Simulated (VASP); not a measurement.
# H18CO9 in VASP: a series of runs

H18CO9 is run at these levels: r2SCAN; tasks: single point.

Everything below comes from runs of VASP 6.6.1. Logs are shortened: lines on timing, memory, paths and dates and some standing lists are left out, and cuts for length are marked.

## 1. The cell of the first run

The cell holds an amorphous packing of atoms, 28 atoms: a = 6.702 Å, b = 6.702 Å, c = 6.702 Å, α = 90.00°, β = 90.00°, γ = 90.00°.

## 2. Single point, r2SCAN

File POSCAR:

```
H18CO9
1.0
    6.7017590000      0.0000000000      0.0000000000
    0.0000000000      6.7017590000      0.0000000000
    0.0000000000      0.0000000000      6.7017590000
O H C
9 18 1
Direct
    0.4744195435      0.0337902691      0.7915945772
    0.5160223975      0.9051601857      0.4152067752
    0.0601123639      0.4749993812      0.1322068371
    0.3518318234      0.7542670080      1.0563091684
    0.1237049141      0.2248150245      0.8123368542
    0.8419986556      0.9714142227      0.9461539820
    0.7777550489      0.1886432339      0.2901085787
    0.1076809080      0.5072258861      0.5252032080
    0.7008145243      0.5896110235      0.8412950688
    0.4775544400     -0.0196019762      0.6546196436
    0.6128817849      0.0308008413      0.8403800789
    0.5919492679      1.0205976527      0.3675134463
    0.4426506872      0.8579203077      0.2989154965
    0.1348763151      0.5920648118      0.0880255900
    0.0830722354      0.3778216888      0.0244110479
    0.3796305082      0.8601131642      0.9577890854
    0.4532505794      0.6559403712      1.0272676970
    0.2622751538      0.1767118724      0.8121564491
    0.1151025562      0.3175545041      0.6992372384
    0.9527915803      1.0346857562      0.8741116977
    0.8372611404      0.8292780742      0.9170274616
    0.8090738210      0.3225089340      0.2460776513
    0.8189599316      0.1050277158      0.1782367457
    0.1573743939      0.6414359378      0.5356243891
    0.0995299623      0.4788474569      0.3811807205
    0.7190073810      0.6207244050      0.5427601040
    0.6383590150      0.3702560290      0.6461929760
    0.6890588674      0.5247737187      0.6726172314
```

File INCAR.step1:

```
  PREC = Accurate
  ENCUT = 520
  ISMEAR = -1
  SIGMA = 0.05
  LREAL = Auto
  LASPH = True
  NELM = 80
  NBANDS = 58
  GGA = PE
  ALGO = Normal
  EDIFF = 1E-4
  LWAVE = True
  LCHARG = False
```

File INCAR.step2:

```
  PREC = Accurate
  ENCUT = 520
  EDIFF = 1E-6
  ISMEAR = -1
  SIGMA = 0.05
  LREAL = Auto
  LASPH = True
  NELM = 80
  ALGO = Normal
  ISIF = 2
  LWAVE = False
  LCHARG = False
  METAGGA = R2SCAN
  LMIXTAU = True
  NBANDS = 58
  ISTART = 1
```

File KPOINTS:

```
Automatic mesh
0
Gamma
  1 1 1
```

Potentials or basis: VASP PAW PBE potentials, release 64 (O, H, C).

On the command line:

```
$ cat potpaw_PBE.64/O/POTCAR potpaw_PBE.64/H/POTCAR potpaw_PBE.64/C/POTCAR > POTCAR
$ cp INCAR.step1 INCAR
$ mpirun -np 1 vasp_gam > vasp.out
$ cp INCAR.step2 INCAR
$ mpirun -np 1 vasp_gam > vasp.out
```

OUTCAR:

```text
PREC = Accurate
   ENCUT = 520
   EDIFF = 1E-6
   ISMEAR = -1
   LREAL = Auto
   LASPH = True
   NELM = 80
   ISIF = 2
   METAGGA = R2SCAN
   ISTART = 1

 ion  position               nearest neighbor table
   1  0.474  0.034  0.792-  11 0.98  10 0.99
   2  0.516  0.905  0.415-  13 0.97  12 0.98
   3  0.060  0.475  0.132-  14 0.98  15 0.98
   4  0.352  0.754  0.056-  17 0.97  16 0.99
   5  0.124  0.225  0.812-  19 0.98  18 0.98
   6  0.842  0.971  0.946-  21 0.97  20 0.98
   7  0.778  0.189  0.290-  22 0.97  23 0.98
   8  0.108  0.507  0.525-  24 0.96  25 0.99
   9  0.701  0.590  0.841-  28 1.21
  10  0.478  0.980  0.655-   1 0.99
  11  0.613  0.031  0.840-   1 0.98
  12  0.592  0.021  0.368-   2 0.98
  13  0.443  0.858  0.299-   2 0.97
  14  0.135  0.592  0.088-   3 0.98
[... 11 lines left out ...]
  26  0.719  0.621  0.543-  28 1.10
  27  0.638  0.370  0.646-  28 1.10
  28  0.689  0.525  0.673-  26 1.10  27 1.10   9 1.21

  LATTYP: Found a simple cubic cell.
 ALAT       =     6.7017590000

  Lattice vectors:

 A1 = (   6.7017590000,   0.0000000000,   0.0000000000)
 A2 = (   0.0000000000,   6.7017590000,   0.0000000000)
 A3 = (   0.0000000000,   0.0000000000,   6.7017590000)

Analysis of symmetry for initial positions (statically):
=====================================================================
 Subroutine PRICEL returns:
 Original cell was already a primitive cell.

 Routine SETGRP: Setting up the symmetry group for a
 simple cubic supercell.

 Subroutine GETGRP returns: Found  1 space group operations
 (whereof  1 operations were pure point group operations)
 out of a pool of 48 trial point group operations.

The static configuration has the point symmetry C_1 .

Analysis of symmetry for dynamics (positions and initial velocities):
=====================================================================
 Subroutine PRICEL returns:
 Original cell was already a primitive cell.

 Routine SETGRP: Setting up the symmetry group for a
 simple cubic supercell.

 Subroutine GETGRP returns: Found  1 space group operations
 (whereof  1 operations were pure point group operations)
 out of a pool of 48 trial point group operations.

The dynamic configuration has the point symmetry C_1 .

 Subroutine INISYM returns: Found  1 space group operations
 (whereof  1 operations are pure point group operations),
 and found     1 'primitive' translations

----------------------------------------------------------------------------------------

                                     Primitive cell

  volume of cell :     300.9999

  direct lattice vectors                    reciprocal lattice vectors
     6.701759000  0.000000000  0.000000000     0.149214557  0.000000000  0.000000000
     0.000000000  6.701759000  0.000000000     0.000000000  0.149214557  0.000000000
     0.000000000  0.000000000  6.701759000     0.000000000  0.000000000  0.149214557

  length of vectors
     6.701759000  6.701759000  6.701759000     0.149214557  0.149214557  0.149214557

  position of ions in fractional coordinates (direct lattice)
     0.474419543  0.033790269  0.791594577
     0.516022398  0.905160186  0.415206775
     0.060112364  0.474999381  0.132206837
     0.351831823  0.754267008  0.056309168
     0.123704914  0.224815025  0.812336854
     0.841998656  0.971414223  0.946153982
[... 20 lines left out ...]
     0.638359015  0.370256029  0.646192976
     0.689058867  0.524773719  0.672617231

  ion indices of the primitive-cell ions
   primitive index   ion index
                 1           1
                 2           2
                 3           3
                 4           4
                 5           5
                 6           6
[... 20 lines left out ...]
                27          27
                28          28

----------------------------------------------------------------------------------------

 KPOINTS: Automatic mesh

Automatic generation of k-mesh.
 Grid dimensions read from file:
 generate k-points for:    1    1    1

 Generating k-lattice:

  Cartesian coordinates                     Fractional coordinates (reciprocal lattice)
     0.149214557  0.000000000  0.000000000     1.000000000  0.000000000  0.000000000
     0.000000000  0.149214557  0.000000000     0.000000000  1.000000000  0.000000000
     0.000000000  0.000000000  0.149214557     0.000000000  0.000000000  1.000000000

  Length of vectors
     0.149214557  0.149214557  0.149214557

  Shift w.r.t. Gamma in fractional coordinates (k-lattice)
     0.000000000  0.000000000  0.000000000

 Subroutine IBZKPT returns following result:
 ===========================================

 Found      1 irreducible k-points:

 Following reciprocal coordinates:
            Coordinates               Weight
  0.000000  0.000000  0.000000      1.000000
   k-points           NKPTS =      1   k-points in BZ     NKDIM =      1   number of bands    NBANDS=     58
   number of dos      NEDOS =    301   number of ions     NIONS =     28
   total plane-waves  NPLWV = 125000
   dimension x,y,z NGX =    50 NGY =   50 NGZ =   50
   dimension x,y,z NGXF=   100 NGYF=  100 NGZF=  100
   ions per type =               9  18   1
   NGX,Y,Z   is equivalent  to a cutoff of  12.40, 12.40, 12.40 a.u.
   NGXF,Y,Z  is equivalent  to a cutoff of  24.81, 24.81, 24.81 a.u.
 SYSTEM =  unknown system
   PREC   = accura    normal or accurate (medium, high low for compatibility)
   ISTART =      1    job   : 0-new  1-cont  2-samecut
   ICHARG =      0    charge: 1-file 2-atom 10-const
   ISPIN  =      1    spin polarized calculation?
   LNONCOLLINEAR =      F non collinear calculations
   LSORBIT =      F    spin-orbit coupling
   LASPH  =      T    aspherical Exc in radial PAW
   ENCUT  =  520.0 eV  38.22 Ry    6.18 a.u.  12.46 12.46 12.46*2*pi/ulx,y,z
   NELM   =     80;   NELMIN=  2; NELMDL=  0     # of ELM steps
   EDIFF  = 0.1E-05   stopping-criterion for ELM
   LREAL  =      T    real-space projection
   EDIFFG = 0.1E-04   stopping-criterion for IOM
   NSW    =      0    number of steps for IOM
   IBRION =     -1    ionic relax: 0-MD 1-quasi-New 2-CG
   NFREE  =      0    steps in history (QN), initial steepest desc. (CG)
   ISIF   =      2    stress and relaxation
   ISYM   =      2    0-nonsym 1-usesym 2-fastsym
   POTIM  = 0.5000    time-step for ionic-motion
   TEBEG  =    0.0;   TEEND  =   0.0 temperature during run
   PSTRESS=    0.0 pullay stress
   NELECT =      76.0000    total number of electrons
   NUPDOWN=      -1.0000    fix difference up-down
   EMIN   =  10.00;   EMAX   =-10.00  energy-range for DOS
   EFERMI =   0.00;   METHOD = LEGACY
   ISMEAR =    -1;   SIGMA  =   0.05  broadening in eV -4-tet -1-fermi 0-gaus
   EFERMI_NEDOS =   21; number of points for ismear=-14 and -15
   IALGO  =     38    algorithm
   IMIX   =      4    mixing-type and parameters
     AMIX     =   0.40;   BMIX     =  1.00
     AMIX_MAG =   1.60;   BMIX_MAG =  1.00
  volume/ion in A,a.u.               =      10.75        72.54
  Fermi-wavevector in a.u.,A,eV,Ry     =   1.034722  1.955342 14.567086  1.070651
  Thomas-Fermi vector in A             =   2.169031
   LORBIT       =      0    0 simple, 1 ext, 2 COOP (PROOUT), +10 PAW based schemes
   METAGGA = R2SCAN    functional components
   LHFCALC =     F    Hartree Fock is set to
   AEXX    =    0.0000 exact exchange contribution
   IVDW    =     0    specifies the selected vdW correction
   LEPSILON=     F    determine dielectric tensor
   LRPA    =     F    only Hartree local field effects (RPA)
 non-spin polarized calculation
  energy-cutoff  :      520.00
  volume of cell :      301.00
 maximum number of plane-waves:      4109
 NGX is ok and might be reduce to    50
   NGX = 25   NGY = 25   NGZ = 25

 number of electron      76.0000014 magnetization

 Free energy of the ion-electron system (eV)
  ---------------------------------------------------
  ext. energy  EPLUGINS =         0.00000000
  ---------------------------------------------------
  free energy    TOTEN  =      -150.97772944 eV

  energy without entropy =     -150.97772944  energy(sigma->0) =     -150.97772944

 E-fermi :  -2.4712     XC(G=0):  -6.8498

 val. band max:       -3.7265558357   @ k =   0.0000   0.0000   0.0000
 cond. band min:       0.6538200439   @ k =   0.0000   0.0000   0.0000
 fundamental gap:      4.3803758795
 Fermi energy:        -2.4711838335

 k-point     1 :       0.0000    0.0000    0.0000
  band No.  band energies     occupation
      1     -25.3664      2.00000
      2     -24.2285      2.00000
      3     -23.9150      2.00000
      4     -23.8403      2.00000
      5     -23.5028      2.00000
      6     -23.4426      2.00000
[... 42 lines left out ...]
     49       7.0002      0.00000
     50       7.1370      0.00000
 [bands above 50 left out]

------------------------ aborting loop because EDIFF is reached ----------------------------------------

  FORCE on cell =-STRESS in cart. coord.  units (eV):
  Direction    XX          YY          ZZ          XY          YZ          ZX
  --------------------------------------------------------------------------------------
  -------------------------------------------------------------------------------------
  Total       -0.3861824     -0.1393405      0.7117405     -0.3391492      0.2898487      0.1468101
  in kB       -2.0555905     -0.7416883      3.7884873     -1.8052401      1.5428207      0.7814483
  external PRESSURE =       0.3304028 kB  Pullay stress =       0.0000000 kB

 VOLUME and BASIS-vectors are now :
 -----------------------------------------------------------------------------
  energy-cutoff  :      520.00
  volume of cell :      301.00
      direct lattice vectors                 reciprocal lattice vectors
     6.701759000  0.000000000  0.000000000     0.149214557  0.000000000  0.000000000
     0.000000000  6.701759000  0.000000000     0.000000000  0.149214557  0.000000000
     0.000000000  0.000000000  6.701759000     0.000000000  0.000000000  0.149214557

 POSITION                                       TOTAL-FORCE (eV/Angst)
 -----------------------------------------------------------------------------------
      3.17945      0.22645      5.30508        -0.145597      0.014152      0.040680
      3.45826      6.06617      2.78262        -0.039351      0.058394      0.073056
      0.40286      3.18333      0.88602        -0.006487      0.017511     -0.182663
      2.35789      5.05492      0.37737        -0.104495      0.012132      0.106155
      0.82904      1.50666      5.44409         0.069647     -0.001270      0.125009
      5.64287      6.51018      6.34090        -0.020132      0.023697     -0.010770
[... 20 lines left out ...]
      4.27813      2.48137      4.33063         0.100857     -0.038619     -0.049525
      4.61791      3.51691      4.50772        -0.229181     -0.140395     -0.559323
 -----------------------------------------------------------------------------------
    total drift:                                0.005759      0.000867     -0.002468

  FREE ENERGIE OF THE ION-ELECTRON SYSTEM (eV)
  ---------------------------------------------------
  free  energy   TOTEN  =      -150.9777294421 eV

  energy  without entropy=     -150.9777294420  energy(sigma->0) =     -150.97772944
```

Wall time 57 s (1 thread of AMD EPYC 9R45 (Zen 5), shared host); peak memory 0.32 GiB.

What came out:

| Item | Value |
| --- | --- |
| Free energy | -150.9777 eV |
| Pressure | 0.0 GPa |
| Largest force | 0.691 eV/Å |
| Band gap on the k mesh | 4.38 eV |

Forces in eV/Å, atoms in the order of the input:
```
O   -0.146  0.014  0.041
O   -0.039  0.058  0.073
O   -0.006  0.018 -0.183
O   -0.104  0.012  0.106
O    0.070 -0.001  0.125
O   -0.020  0.024 -0.011
O   -0.067  0.030  0.059
O   -0.010 -0.100  0.107
O    0.081  0.234  0.645
H   -0.024 -0.051 -0.159
H    0.094  0.025  0.094
H    0.110  0.088  0.032
H   -0.082 -0.098 -0.076
H    0.038  0.091  0.123
H   -0.040 -0.097  0.078
H    0.026  0.121 -0.107
H    0.152 -0.141 -0.008
H    0.013 -0.112  0.011
H   -0.064  0.123 -0.077
H    0.059  0.150 -0.001
H   -0.062 -0.077 -0.039
H    0.040  0.078  0.031
H    0.019 -0.137 -0.123
H    0.065  0.093  0.072
H   -0.040 -0.081 -0.166
H    0.067 -0.085 -0.040
H    0.101 -0.039 -0.050
C   -0.229 -0.140 -0.559
```

Stress tensor (GPa, compression positive):
```
-0.21 -0.18  0.08
-0.18 -0.07  0.15
 0.08  0.15  0.38
```

Levels at points of the mesh, in eV from the valence-band top:
```csv
k point,band 34,band 35,band 36,band 37,band 38,band 39,band 40,band 41,band 42,band 43
"(0.00, 0.00, 0.00)",-1.05,-0.83,-0.77,-0.62,0.00,4.38,5.27,7.93,8.37,8.55
```

Caveat: the k points lie up to 0.94 Å⁻¹ apart; the PAW data sets were made with another functional, which shifts forces and pressure a little.

(Part 1 of 3 ends here.)
